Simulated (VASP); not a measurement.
# SnTe (wurtzite type) (P6_3/mmc) in VASP: further runs

The runs below take SnTe (wurtzite type) through single point, with PBE.

All numbers are computed with VASP 6.6.1; they aren't measurements. Logs are shortened: lines on timing, memory, paths and dates and some standing lists are left out, and cuts for length are marked.

**1. The cell of the first run**

Symmetry: P6_3/mmc, No. 194, hexagonal system. The conventional cell has a = 4.887 Å, b = 4.887 Å, c = 5.857 Å, α = 90.00°, β = 90.00°, γ = 120.00°. Sn (site symmetry -6m2) has 5 Te at 2.82 to 2.93 Å within 3.7 Å. Within 3.7 Å of Te (site symmetry -6m2) lie 5 Sn at 2.82 to 2.93 Å.

**2. Single point, PBE**

Input file INCAR:

```
SYSTEM = SnTe
  PREC = Accurate
  ENCUT = 520
  EDIFF = 1E-6
  ISMEAR = -1
  SIGMA = 0.1
  LREAL = .False.
  LASPH = .True.
  NELM = 60
  ALGO = Normal
  ISIF = 2
  LWAVE = .False.
  LCHARG = .True.
  GGA = PE
  LELF = .True.
  LVHAR = .True.
  NBANDS = 28
```

Input file KPOINTS:

```
regular mesh
0
Gamma
  9 9 5
  0 0 0
```

Input file POSCAR:

```
SnTe
1.0
    4.8867830476      0.0000000000      0.0000000000
   -2.4433915238      4.2320782620      0.0000000000
    0.0000000000      0.0000000000      5.8568745552
Sn Te
2 2
Direct
    0.3333333333      0.6666666667     -0.0620000722
    0.6666666667      0.3333333333      0.4379999278
    0.3333333333      0.6666666667      0.4380000722
    0.6666666667      0.3333333333      0.9380000722
```

Potentials or basis: VASP PAW PBE potentials, release 64 (Sn_d, Te).

On the command line:

```bash
cat potpaw_PBE.64/Sn_d/POTCAR potpaw_PBE.64/Te/POTCAR > POTCAR
mpirun -np 1 vasp_std > vasp.out
```

OUTCAR:

```text
SYSTEM = SnTe
   PREC = Accurate
   ENCUT = 520
   EDIFF = 1E-6
   ISMEAR = -1
   LREAL = .False.
   LASPH = .True.
   NELM = 60
   ISIF = 2
   GGA = PE

 ion  position               nearest neighbor table
   1  0.333  0.667  0.938-   4 2.82   4 2.82   4 2.82   3 2.93   3 2.93
   2  0.667  0.333  0.438-   3 2.82   3 2.82   3 2.82   4 2.93   4 2.93
   3  0.333  0.667  0.438-   2 2.82   2 2.82   2 2.82   1 2.93   1 2.93
   4  0.667  0.333  0.938-   1 2.82   1 2.82   1 2.82   2 2.93   2 2.93

  LATTYP: Found a hexagonal cell.
 ALAT       =     4.8867830476
 C/A-ratio  =     1.1985133161

  Lattice vectors:

 A1 = (   4.8867830476,   0.0000000000,   0.0000000000)
 A2 = (  -2.4433915238,   4.2320782620,   0.0000000000)
 A3 = (   0.0000000000,   0.0000000000,   5.8568745552)

Analysis of symmetry for initial positions (statically):
=====================================================================
 Subroutine PRICEL returns:
 Original cell was already a primitive cell.

 Routine SETGRP: Setting up the symmetry group for a
 hexagonal supercell.

 Subroutine GETGRP returns: Found 24 space group operations
 (whereof  6 operations were pure point group operations)
 out of a pool of 24 trial point group operations.

The static configuration has the point symmetry C_3v.
 The point group associated with its full space group is D_6h.

Analysis of symmetry for dynamics (positions and initial velocities):
=====================================================================
 Subroutine PRICEL returns:
 Original cell was already a primitive cell.

 Routine SETGRP: Setting up the symmetry group for a
 hexagonal supercell.

 Subroutine GETGRP returns: Found 24 space group operations
 (whereof  6 operations were pure point group operations)
 out of a pool of 24 trial point group operations.

The dynamic configuration has the point symmetry C_3v.
 The point group associated with its full space group is D_6h.

 Subroutine INISYM returns: Found 24 space group operations
 (whereof  6 operations are pure point group operations),
 and found     1 'primitive' translations

----------------------------------------------------------------------------------------

                                     Primitive cell

  volume of cell :     121.1275

  direct lattice vectors                    reciprocal lattice vectors
     4.886783048  0.000000000  0.000000000     0.204633598  0.118145263  0.000000000
    -2.443391524  4.232078262  0.000000000     0.000000000  0.236290526  0.000000000
     0.000000000  0.000000000  5.856874555     0.000000000  0.000000000  0.170739528

  length of vectors
     4.886783048  4.886783048  5.856874555     0.236290526  0.236290526  0.170739528

  position of ions in fractional coordinates (direct lattice)
     0.333333333  0.666666667  0.937999928
     0.666666667  0.333333333  0.437999928
     0.333333333  0.666666667  0.438000072
     0.666666667  0.333333333  0.938000072

  ion indices of the primitive-cell ions
   primitive index   ion index
                 1           1
                 2           2
                 3           3
                 4           4

----------------------------------------------------------------------------------------

 KPOINTS: regular mesh

Automatic generation of k-mesh.
 Grid dimensions read from file:
 generate k-points for:    9    9    5

 Generating k-lattice:

  Cartesian coordinates                     Fractional coordinates (reciprocal lattice)
     0.022737066  0.013127251  0.000000000     0.111111111  0.000000000  0.000000000
     0.000000000  0.026254503  0.000000000     0.000000000  0.111111111  0.000000000
     0.000000000  0.000000000  0.034147906     0.000000000  0.000000000  0.200000000

  Length of vectors
     0.026254503  0.026254503  0.034147906

  Shift w.r.t. Gamma in fractional coordinates (k-lattice)
     0.000000000  0.000000000  0.000000000

 Subroutine IBZKPT returns following result:
 ===========================================

 Found     36 irreducible k-points:

 Following reciprocal coordinates:
            Coordinates               Weight
  0.000000  0.000000  0.000000      1.000000
  0.111111  0.000000  0.000000      6.000000
  0.222222  0.000000  0.000000      6.000000
  0.333333  0.000000  0.000000      6.000000
  0.444444  0.000000  0.000000      6.000000
  0.111111  0.111111  0.000000      6.000000
[... 16 lines left out ...]
  0.333333  0.222222  0.200000     24.000000
  0.333333  0.333333  0.200000      4.000000
 [... further k-points ...]
   k-points           NKPTS =     36   k-points in BZ     NKDIM =     36   number of bands    NBANDS=     28
   number of dos      NEDOS =    301   number of ions     NIONS =      4
   total plane-waves  NPLWV =  62208
   dimension x,y,z NGX =    36 NGY =   36 NGZ =   48
   dimension x,y,z NGXF=    72 NGYF=   72 NGZF=   96
   ions per type =               2   2
   NGX,Y,Z   is equivalent  to a cutoff of  12.25, 12.25, 13.62 a.u.
   NGXF,Y,Z  is equivalent  to a cutoff of  24.49, 24.49, 27.25 a.u.
 SYSTEM =  SnTe
   PREC   = accura    normal or accurate (medium, high low for compatibility)
   ISTART =      0    job   : 0-new  1-cont  2-samecut
   ICHARG =      2    charge: 1-file 2-atom 10-const
   ISPIN  =      1    spin polarized calculation?
   LNONCOLLINEAR =      F non collinear calculations
   LSORBIT =      F    spin-orbit coupling
   LASPH  =      T    aspherical Exc in radial PAW
   ENCUT  =  520.0 eV  38.22 Ry    6.18 a.u.   9.09  9.09 10.89*2*pi/ulx,y,z
   NELM   =     60;   NELMIN=  2; NELMDL= -5     # of ELM steps
   EDIFF  = 0.1E-05   stopping-criterion for ELM
   LREAL  =      F    real-space projection
   EDIFFG = 0.1E-04   stopping-criterion for IOM
   NSW    =      0    number of steps for IOM
   IBRION =     -1    ionic relax: 0-MD 1-quasi-New 2-CG
   NFREE  =      0    steps in history (QN), initial steepest desc. (CG)
   ISIF   =      2    stress and relaxation
   ISYM   =      2    0-nonsym 1-usesym 2-fastsym
   POTIM  = 0.5000    time-step for ionic-motion
   TEBEG  =    0.0;   TEEND  =   0.0 temperature during run
   PSTRESS=    0.0 pullay stress
   NELECT =      40.0000    total number of electrons
   NUPDOWN=      -1.0000    fix difference up-down
   EMIN   =  10.00;   EMAX   =-10.00  energy-range for DOS
   EFERMI =   0.00;   METHOD = LEGACY
   ISMEAR =    -1;   SIGMA  =   0.10  broadening in eV -4-tet -1-fermi 0-gaus
   EFERMI_NEDOS =   21; number of points for ismear=-14 and -15
   IALGO  =     38    algorithm
   IMIX   =      4    mixing-type and parameters
     AMIX     =   0.40;   BMIX     =  1.00
     AMIX_MAG =   1.60;   BMIX_MAG =  1.00
  volume/ion in A,a.u.               =      30.28       204.35
  Fermi-wavevector in a.u.,A,eV,Ry     =   1.131568  2.138353 17.421523  1.280446
  Thomas-Fermi vector in A             =   2.268267
   LORBIT       =      0    0 simple, 1 ext, 2 COOP (PROOUT), +10 PAW based schemes
   GGA     = PE    functional components
   LHFCALC =     F    Hartree Fock is set to
   AEXX    =    0.0000 exact exchange contribution
   IVDW    =     0    specifies the selected vdW correction
   LEPSILON=     F    determine dielectric tensor
   LRPA    =     F    only Hartree local field effects (RPA)
 non-spin polarized calculation
  energy-cutoff  :      520.00
  volume of cell :      121.13
 maximum number of plane-waves:      3288
   NGX = 19   NGY = 19   NGZ = 21

 number of electron      39.9999985 magnetization

 Free energy of the ion-electron system (eV)
  ---------------------------------------------------
  ext. energy  EPLUGINS =         0.00000000
  ---------------------------------------------------
  free energy    TOTEN  =       -12.80307050 eV

  energy without entropy =      -12.73543942  energy(sigma->0) =      -12.76925496

 E-fermi :   7.7112     XC(G=0):  -9.3833

 val. band max:        7.6963515241   @ k =   0.3333   0.2222   0.4000
 cond. band min:       7.7634363866   @ k =   0.2222   0.2222   0.4000
 fundamental gap:      0.0670848625
 Fermi energy:         7.7111555198

 k-point     1 :       0.0000    0.0000    0.0000
  band No.  band energies     occupation
      1     -14.4304      2.00000
      2     -14.3947      2.00000
      3     -14.3947      2.00000
      4     -14.3937      2.00000
      5     -14.3937      2.00000
      6     -14.3773      2.00000
[... 20 lines left out ...]
     27      11.8200      0.00000
     28      11.9566      0.00000

 k-point     2 :       0.1111    0.0000    0.0000
  band No.  band energies     occupation
      1     -14.4303      2.00000
      2     -14.3957      2.00000
      3     -14.3945      2.00000
      4     -14.3928      2.00000
      5     -14.3920      2.00000
      6     -14.3767      2.00000
[... 20 lines left out ...]
     27      11.6423      0.00000
     28      12.2656      0.00000

 k-point     3 :       0.2222    0.0000    0.0000
  band No.  band energies     occupation
      1     -14.4300      2.00000
      2     -14.3995      2.00000
      3     -14.3932      2.00000
      4     -14.3889      2.00000
      5     -14.3888      2.00000
      6     -14.3758      2.00000
[... 20 lines left out ...]
     27      12.3810      0.00000
     28      12.8256      0.00000

 k-point     4 :       0.3333    0.0000    0.0000
  band No.  band energies     occupation
      1     -14.4292      2.00000
      2     -14.4038      2.00000
      3     -14.3913      2.00000
      4     -14.3854      2.00000
      5     -14.3842      2.00000
      6     -14.3755      2.00000
[... 20 lines left out ...]
     27      12.5872      0.00000
     28      13.8589      0.00000

 k-point     5 :       0.4444    0.0000    0.0000
  band No.  band energies     occupation
      1     -14.4285      2.00000
      2     -14.4067      2.00000
      3     -14.3900      2.00000
      4     -14.3833      2.00000
      5     -14.3800      2.00000
      6     -14.3765      2.00000
[... 20 lines left out ...]
     27      13.1776      0.00000
     28      13.2301      0.00000

 k-point     6 :       0.1111    0.1111    0.0000
  band No.  band energies     occupation
      1     -14.4301      2.00000
      2     -14.3988      2.00000
      3     -14.3927      2.00000
      4     -14.3912      2.00000
      5     -14.3892      2.00000
      6     -14.3760      2.00000
[... 463 lines left out ...]
      5     -14.3816      2.00000
      6     -14.3814      2.00000
[... 20 lines left out ...]
     27      12.3843      0.00000
     28      12.8911      0.00000

 k-point    22 :       0.2222    0.2222    0.2000
  band No.  band energies     occupation
      1     -14.4219      2.00000
      2     -14.4054      2.00000
      3     -14.3905      2.00000
      4     -14.3852      2.00000
      5     -14.3839      2.00000
      6     -14.3808      2.00000
[... 20 lines left out ...]
     27      12.6584      0.00000
     28      13.2794      0.00000

 k-point    23 :       0.3333    0.2222    0.2000
  band No.  band energies     occupation
      1     -14.4193      2.00000
      2     -14.4091      2.00000
      3     -14.3898      2.00000
      4     -14.3831      2.00000
      5     -14.3817      2.00000
      6     -14.3808      2.00000
[... 20 lines left out ...]
     27      12.5348      0.00000
     28      13.7220      0.00000

 k-point    24 :       0.3333    0.3333    0.2000
  band No.  band energies     occupation
      1     -14.4144      2.00000
      2     -14.4144      2.00000
      3     -14.3897      2.00000
      4     -14.3822      2.00000
      5     -14.3808      2.00000
      6     -14.3808      2.00000
[... 20 lines left out ...]
     27      12.9147      0.00000
     28      13.4488      0.00000

 [... further k-points ...]
[... 5 lines left out ...]
  --------------------------------------------------------------------------------------
  -------------------------------------------------------------------------------------
  Total       12.8405775     12.8405775     12.8496204      0.0000000      0.0000000      0.0000000
  in kB      169.8448838    169.8448838    169.9644949      0.0000000      0.0000000      0.0000000
  external PRESSURE =     169.8847542 kB  Pullay stress =       0.0000000 kB

 VOLUME and BASIS-vectors are now :
 -----------------------------------------------------------------------------
  energy-cutoff  :      520.00
  volume of cell :      121.13
      direct lattice vectors                 reciprocal lattice vectors
     4.886783048  0.000000000  0.000000000     0.204633598  0.118145263  0.000000000
    -2.443391524  4.232078262  0.000000000     0.000000000  0.236290526  0.000000000
     0.000000000  0.000000000  5.856874555     0.000000000  0.000000000  0.170739528

 POSITION                                       TOTAL-FORCE (eV/Angst)
 -----------------------------------------------------------------------------------
     -0.00000      2.82139      5.49375        -0.000000     -0.000000     -0.000000
      2.44339      1.41069      2.56531         0.000000      0.000000     -0.000000
     -0.00000      2.82139      2.56531        -0.000000      0.000000      0.000000
      2.44339      1.41069      5.49375         0.000000      0.000000      0.000000
 -----------------------------------------------------------------------------------
    total drift:                               -0.000000      0.000000     -0.000351

  FREE ENERGIE OF THE ION-ELECTRON SYSTEM (eV)
  ---------------------------------------------------
  free  energy   TOTEN  =       -12.8030704992 eV

  energy  without entropy=      -12.7354394237  energy(sigma->0) =      -12.76925496
```

Run time: 88 s. Hardware: 1 thread of Intel Xeon Platinum 8259CL at 2.50GHz (Skylake/Cascade Lake), shared host; peak memory 0.31 GiB.

Results:

- Free energy: -12.8031 eV
- Pressure: 17.0 GPa
- Band gap on the k mesh: zero (band 20 reaches 7.76 eV, above the bottom of band 21 at 7.58 eV)

Levels at points of the mesh, in eV from the Fermi level:
| k point | band 16 | band 17 | band 18 | band 19 | band 20 | band 21 | band 22 | band 23 | band 24 | band 25 |
| --- | --- | --- | --- | --- | --- | --- | --- | --- | --- | --- |
| (0.00, 0.00, 0.00) | -4.83 | -3.70 | -2.84 | -2.84 | -2.78 | -0.08 | -0.08 | 2.34 | 2.34 | 3.35 |

Caveat: spin-orbit coupling is left out, which moves the levels of the heavy elements.

**3. Single point, PBE**

Input file INCAR:

```
PREC = Accurate
ENCUT = 520
EDIFF = 1E-6
ISMEAR = -1
SIGMA = 0.1
LREAL = F
LASPH = T
NELM = 60
ALGO = Normal
ISIF = 2
LWAVE = F
LCHARG = F
GGA = PE
NBANDS = 28
```

Input file KPOINTS:

```
Automatic mesh
0
Gamma
  9 9 5
```

POSCAR is that of step 2.

Potentials or basis: VASP PAW PBE potentials, release 64 (Sn_d, Te).

On the command line:

```bash
cat potpaw_PBE.64/Sn_d/POTCAR potpaw_PBE.64/Te/POTCAR > POTCAR
mpirun -np 1 vasp_std > vasp.out
```

Wall time 82 s (1 thread of Intel Xeon Platinum 8259CL at 2.50GHz (Skylake/Cascade Lake), shared host); peak memory 0.3 GiB.

Results (log left out):

- Free energy: -12.8031 eV
- Pressure: 17.0 GPa
- Band gap on the k mesh: zero (band 20 reaches 7.76 eV, above the bottom of band 21 at 7.58 eV)

Levels at points of the mesh, in eV from the Fermi level:
```
           k point  band 16  band 17  band 18  band 19  band 20  band 21  band 22  band 23  band 24  band 25
(0.00, 0.00, 0.00)    -4.83    -3.70    -2.84    -2.84    -2.78    -0.08    -0.08     2.34     2.34     3.35
```

Caveat: spin-orbit coupling is left out, which moves the levels of the heavy elements.

(Continued in part 2 of 2.)
